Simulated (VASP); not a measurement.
# KCl (I4/mmm) in VASP: a series of runs

The runs below take KCl through single point, with PBEsol.

Everything below comes from runs of VASP 6.6.1. Logs are shortened: lines on timing, memory, paths and dates and some standing lists are left out, and cuts for length are marked.

## Step 1: The cell of the first run

It takes space group I4/mmm (No. 139, tetragonal). Conventional cell: a = 4.820 Å, b = 4.820 Å, c = 6.060 Å, α = 90.00°, β = 90.00°, γ = 90.00°. Within 4.0 Å of K (site symmetry 4/mmm) lie 6 Cl at 3.03 to 3.41 Å. Within 4.0 Å of Cl (site symmetry 4/mmm) lie 6 K at 3.03 to 3.41 Å.

## Step 2: Single point, PBEsol (strain +0.080 along x and y, -0.040 along z)

The input, INCAR:

```
PREC = Accurate ; ENCUT = 520
EDIFF = 1E-7 ; ISMEAR = 0
SIGMA = 0.05 ; LREAL = False
LASPH = True ; NELM = 100
ALGO = Normal ; ISIF = 2
LWAVE = False ; LCHARG = True
GGA = PS ; LELF = True
LVHAR = True ; NBANDS = 15
```

The input, KPOINTS:

```
regular mesh
0
Gamma
  6 6 6
```

The input, POSCAR:

```
KCl
1.0
    0.0000000000      3.4085880000      3.0298560000
    3.4085880000      0.0000000000      3.0298560000
    3.4085880000      3.4085880000      0.0000000000
K Cl
1 1
Direct
    0.0000000000      0.0000000000      0.0000000000
    0.5000000000      0.5000000000      0.5000000000
```

Potentials or basis: VASP PAW PBE potentials, release 64 (K_sv, Cl).

Launch:

```
$ cat potpaw_PBE.64/K_sv/POTCAR potpaw_PBE.64/Cl/POTCAR > POTCAR
$ mpirun -np 1 vasp_std > vasp.out
```

OUTCAR:

```text
PREC = Accurate
   ENCUT = 520
   EDIFF = 1E-7
   ISMEAR = 0
   LREAL = False
   LASPH = True
   NELM = 100
   ISIF = 2
   GGA = PS

 ion  position               nearest neighbor table
   1  0.000  0.000  0.000-   2 3.03   2 3.03
   2  0.500  0.500  0.500-   1 3.03   1 3.03

  LATTYP: Found a body centered tetragonal cell.
 ALAT       =     4.8204713781
 C/A-ratio  =     1.2570787221

  Lattice vectors:

 A1 = (   0.0000000000,  -3.4085880000,  -3.0298560000)
 A2 = (   0.0000000000,   3.4085880000,  -3.0298560000)
 A3 = (   3.4085880000,   0.0000000000,   3.0298560000)

Analysis of symmetry for initial positions (statically):
=====================================================================
 Subroutine PRICEL returns:
 Original cell was already a primitive cell.

 Routine SETGRP: Setting up the symmetry group for a
 body centered tetragonal supercell.

 Subroutine GETGRP returns: Found 16 space group operations
 (whereof 16 operations were pure point group operations)
 out of a pool of 16 trial point group operations.

The static configuration has the point symmetry D_4h.

Analysis of symmetry for dynamics (positions and initial velocities):
=====================================================================
 Subroutine PRICEL returns:
 Original cell was already a primitive cell.

 Routine SETGRP: Setting up the symmetry group for a
 body centered tetragonal supercell.

 Subroutine GETGRP returns: Found 16 space group operations
 (whereof 16 operations were pure point group operations)
 out of a pool of 16 trial point group operations.

The dynamic configuration has the point symmetry D_4h.

 Subroutine INISYM returns: Found 16 space group operations
 (whereof 16 operations are pure point group operations),
 and found     1 'primitive' translations

----------------------------------------------------------------------------------------

                                     Primitive cell

  volume of cell :      70.4046

  direct lattice vectors                    reciprocal lattice vectors
     0.000000000  3.408588000  3.029856000    -0.146688306  0.146688306  0.165024344
     3.408588000  0.000000000  3.029856000     0.146688306 -0.146688306  0.165024344
     3.408588000  3.408588000  0.000000000     0.146688306  0.146688306 -0.165024344

  length of vectors
     4.560537198  4.560537198  4.820471378     0.265081030  0.265081030  0.265081030

  position of ions in fractional coordinates (direct lattice)
     0.000000000  0.000000000  0.000000000
     0.500000000  0.500000000  0.500000000

  ion indices of the primitive-cell ions
   primitive index   ion index
                 1           1
                 2           2

----------------------------------------------------------------------------------------

 KPOINTS: regular mesh

Automatic generation of k-mesh.
 Grid dimensions read from file:
 generate k-points for:    6    6    6

 Generating k-lattice:

  Cartesian coordinates                     Fractional coordinates (reciprocal lattice)
    -0.024448051  0.024448051  0.027504057     0.166666667  0.000000000  0.000000000
     0.024448051 -0.024448051  0.027504057     0.000000000  0.166666667  0.000000000
     0.024448051  0.024448051 -0.027504057     0.000000000  0.000000000  0.166666667

  Length of vectors
     0.044180172  0.044180172  0.044180172

  Shift w.r.t. Gamma in fractional coordinates (k-lattice)
     0.000000000  0.000000000  0.000000000

 Subroutine IBZKPT returns following result:
 ===========================================

 Found     30 irreducible k-points:

 Following reciprocal coordinates:
            Coordinates               Weight
  0.000000  0.000000  0.000000      1.000000
  0.166667  0.000000  0.000000      8.000000
  0.333333  0.000000  0.000000      8.000000
  0.500000  0.000000  0.000000      4.000000
  0.166667  0.166667  0.000000      2.000000
  0.333333  0.166667  0.000000      8.000000
[... 16 lines left out ...]
  0.333333  0.000000  0.333333      4.000000
  0.500000  0.000000  0.333333     16.000000
 [... further k-points ...]
   k-points           NKPTS =     30   k-points in BZ     NKDIM =     30   number of bands    NBANDS=     15
   number of dos      NEDOS =    301   number of ions     NIONS =      2
   total plane-waves  NPLWV =  46656
   dimension x,y,z NGX =    36 NGY =   36 NGZ =   36
   dimension x,y,z NGXF=    72 NGYF=   72 NGZF=   72
   ions per type =               1   1
   NGX,Y,Z   is equivalent  to a cutoff of  13.12, 13.12, 12.42 a.u.
   NGXF,Y,Z  is equivalent  to a cutoff of  26.25, 26.25, 24.83 a.u.
 SYSTEM =  unknown system
   PREC   = accura    normal or accurate (medium, high low for compatibility)
   ISTART =      0    job   : 0-new  1-cont  2-samecut
   ICHARG =      2    charge: 1-file 2-atom 10-const
   ISPIN  =      1    spin polarized calculation?
   LNONCOLLINEAR =      F non collinear calculations
   LSORBIT =      F    spin-orbit coupling
   LASPH  =      T    aspherical Exc in radial PAW
   ENCUT  =  520.0 eV  38.22 Ry    6.18 a.u.   8.48  8.48  8.96*2*pi/ulx,y,z
   NELM   =    100;   NELMIN=  2; NELMDL= -5     # of ELM steps
   EDIFF  = 0.1E-06   stopping-criterion for ELM
   LREAL  =      F    real-space projection
   EDIFFG = 0.1E-05   stopping-criterion for IOM
   NSW    =      0    number of steps for IOM
   IBRION =     -1    ionic relax: 0-MD 1-quasi-New 2-CG
   NFREE  =      0    steps in history (QN), initial steepest desc. (CG)
   ISIF   =      2    stress and relaxation
   ISYM   =      2    0-nonsym 1-usesym 2-fastsym
   POTIM  = 0.5000    time-step for ionic-motion
   TEBEG  =    0.0;   TEEND  =   0.0 temperature during run
   PSTRESS=    0.0 pullay stress
   NELECT =      16.0000    total number of electrons
   NUPDOWN=      -1.0000    fix difference up-down
   EMIN   =  10.00;   EMAX   =-10.00  energy-range for DOS
   EFERMI =   0.00;   METHOD = LEGACY
   ISMEAR =     0;   SIGMA  =   0.05  broadening in eV -4-tet -1-fermi 0-gaus
   EFERMI_NEDOS =   21; number of points for ismear=-14 and -15
   IALGO  =     38    algorithm
   IMIX   =      4    mixing-type and parameters
     AMIX     =   0.40;   BMIX     =  1.00
     AMIX_MAG =   1.60;   BMIX_MAG =  1.00
  volume/ion in A,a.u.               =      35.20       237.56
  Fermi-wavevector in a.u.,A,eV,Ry     =   0.999036  1.887904 13.579608  0.998073
  Thomas-Fermi vector in A             =   2.131299
   LORBIT       =      0    0 simple, 1 ext, 2 COOP (PROOUT), +10 PAW based schemes
   GGA     = PS    functional components
   LHFCALC =     F    Hartree Fock is set to
   AEXX    =    0.0000 exact exchange contribution
   IVDW    =     0    specifies the selected vdW correction
   LEPSILON=     F    determine dielectric tensor
   LRPA    =     F    only Hartree local field effects (RPA)
 non-spin polarized calculation
 Gauss-broadening in eV      SIGMA  =   0.05
  energy-cutoff  :      520.00
  volume of cell :       70.40
 maximum number of plane-waves:      1915
 NGX is ok and might be reduce to    36
   NGX = 17   NGY = 17   NGZ = 17

 number of electron      16.0000002 magnetization

 Free energy of the ion-electron system (eV)
  ---------------------------------------------------
  ext. energy  EPLUGINS =         0.00000000
  ---------------------------------------------------
  free energy    TOTEN  =        -6.92425027 eV

  energy without entropy =       -6.92425027  energy(sigma->0) =       -6.92425027

 E-fermi :  -2.0800     XC(G=0):  -7.1805

 val. band max:       -2.3124809020   @ k =   0.0000   0.0000   0.0000
 cond. band min:       2.3146874565   @ k =   0.0000   0.0000   0.0000
 fundamental gap:      4.6271683585
 Fermi energy:        -2.0800131977

 k-point     1 :       0.0000    0.0000    0.0000
  band No.  band energies     occupation
      1     -29.6607      2.00000
      2     -14.3222      2.00000
      3     -13.1934      2.00000
      4     -13.1934      2.00000
      5     -13.1888      2.00000
      6      -2.3505      2.00000
      7      -2.3505      2.00000
      8      -2.3125      2.00000
      9       2.3147      0.00000
     10       5.6931      0.00000
     11       5.6931      0.00000
     12       6.3874      0.00000
     13       6.4233      0.00000
     14       7.0440      0.00000
     15      10.0873      0.00000

 k-point     2 :       0.1667    0.0000    0.0000
  band No.  band energies     occupation
      1     -29.6591      2.00000
      2     -14.3792      2.00000
      3     -13.1979      2.00000
      4     -13.1945      2.00000
      5     -13.1148      2.00000
      6      -2.6049      2.00000
      7      -2.4157      2.00000
      8      -2.4033      2.00000
      9       2.8772      0.00000
     10       5.6618      0.00000
     11       6.0217      0.00000
     12       6.4787      0.00000
     13       6.7113      0.00000
     14       7.4071      0.00000
     15      10.8171      0.00000

 k-point     3 :       0.3333    0.0000    0.0000
  band No.  band energies     occupation
      1     -29.6561      2.00000
      2     -14.4769      2.00000
      3     -13.2069      2.00000
      4     -13.1985      2.00000
      5     -12.9803      2.00000
      6      -3.0538      2.00000
      7      -2.5454      2.00000
      8      -2.5398      2.00000
      9       4.0591      0.00000
     10       5.5859      0.00000
     11       6.8930      0.00000
     12       7.1917      0.00000
     13       7.4352      0.00000
     14       8.3219      0.00000
     15       9.4805      0.00000
[... 343 lines left out ...]
 k-point    23 :       0.3333    0.0000    0.3333
  band No.  band energies     occupation
      1     -29.6555      2.00000
      2     -14.3042      2.00000
      3     -13.2199      2.00000
      4     -13.2150      2.00000
      5     -13.2066      2.00000
      6      -2.9278      2.00000
      7      -2.4640      2.00000
      8      -2.4528      2.00000
      9       4.3480      0.00000
     10       4.5149      0.00000
     11       7.1704      0.00000
     12       7.4681      0.00000
     13       7.7567      0.00000
     14       8.0697      0.00000
     15       8.6338      0.00000

 k-point    24 :       0.5000    0.0000    0.3333
  band No.  band energies     occupation
      1     -29.6540      2.00000
      2     -14.3331      2.00000
      3     -13.2613      2.00000
      4     -13.2114      2.00000
      5     -13.1414      2.00000
      6      -2.9399      2.00000
      7      -2.6389      2.00000
      8      -2.5191      2.00000
      9       4.6151      0.00000
     10       5.2928      0.00000
     11       6.7068      0.00000
     12       7.6353      0.00000
     13       7.8873      0.00000
     14       8.4968      0.00000
     15       8.7701      0.00000

 [... further k-points ...]

------------------------ aborting loop because EDIFF is reached ----------------------------------------

  FORCE on cell =-STRESS in cart. coord.  units (eV):
  Direction    XX          YY          ZZ          XY          YZ          ZX
  --------------------------------------------------------------------------------------
  -------------------------------------------------------------------------------------
  Total       -0.9531398     -0.9531398      0.1725912      0.0000000      0.0000000     -0.0000000
  in kB      -21.6903302    -21.6903302      3.9276082      0.0000000      0.0000000     -0.0000000
  external PRESSURE =     -13.1510174 kB  Pullay stress =       0.0000000 kB

 VOLUME and BASIS-vectors are now :
 -----------------------------------------------------------------------------
  energy-cutoff  :      520.00
  volume of cell :       70.40
      direct lattice vectors                 reciprocal lattice vectors
     0.000000000  3.408588000  3.029856000    -0.146688306  0.146688306  0.165024344
     3.408588000  0.000000000  3.029856000     0.146688306 -0.146688306  0.165024344
     3.408588000  3.408588000  0.000000000     0.146688306  0.146688306 -0.165024344

 POSITION                                       TOTAL-FORCE (eV/Angst)
 -----------------------------------------------------------------------------------
      0.00000      0.00000      0.00000        -0.000000     -0.000000      0.000000
      3.40859      3.40859      3.02986         0.000000      0.000000     -0.000000
 -----------------------------------------------------------------------------------
    total drift:                                0.000000      0.000000      0.000000

  FREE ENERGIE OF THE ION-ELECTRON SYSTEM (eV)
  ---------------------------------------------------
  free  energy   TOTEN  =        -6.9242502710 eV

  energy  without entropy=       -6.9242502710  energy(sigma->0) =       -6.92425027
```

It took 28 s on 1 thread of Intel Xeon Platinum 8488C (Sapphire Rapids), shared host; peak memory 0.21 GiB.

Results:

```
Free energy            : -6.9243 eV
Pressure               : -1.3 GPa
Band gap on the k mesh : 4.63 eV, direct
```

Caveat: the cell differs from its parent crystal (strain +0.080 along x and y, -0.040 along z); the PAW data sets were made with another functional, which shifts forces and pressure a little.

(Part 1 of 2 ends here.)
